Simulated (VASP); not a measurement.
A run of VASP 6.6.1:

File INCAR:

```
SYSTEM = CdTe
PREC = Accurate
ENCUT = 600
EDIFF = 1E-7
ISMEAR = -1
SIGMA = 0.05
LREAL = .FALSE.
LASPH = .TRUE.
NELM = 60
ALGO = Normal
ISIF = 3
LWAVE = .FALSE.
LCHARG = .FALSE.
GGA = RE
IBRION = 2
NSW = 80
EDIFFG = -0.02
```

KPOINTS

```
regular mesh
0
G
  7 7 7
  0 0 0
```

POSCAR

```
CdTe
1.0
    0.0000000000      3.2050000000      3.2050000000
    3.2050000000      0.0000000000      3.2050000000
    3.2050000000      3.2050000000      0.0000000000
Te Cd
1 1
Direct
    0.7500000000      0.7500000000      0.7500000000
    0.0000000000      0.0000000000      0.0000000000
```

Potentials or basis: VASP PAW PBE potentials, release 64 (Te, Cd).

The run is started by

```bash
$ cat potpaw_PBE.64/Te/POTCAR potpaw_PBE.64/Cd/POTCAR > POTCAR
$ mpirun -np 1 vasp_std > vasp.out
```

Hardware: 1 thread of Intel(R) Xeon(R) 6975P-C (Granite Rapids), on a shared host.

Task: How long does it take, and how much memory?

Result: Run time: 28 s on 1 thread of Intel(R) Xeon(R) 6975P-C (Granite Rapids) (shared host), peak memory 0.23 GiB. Counts: scf iterations 38, k points 20, ion steps 3.
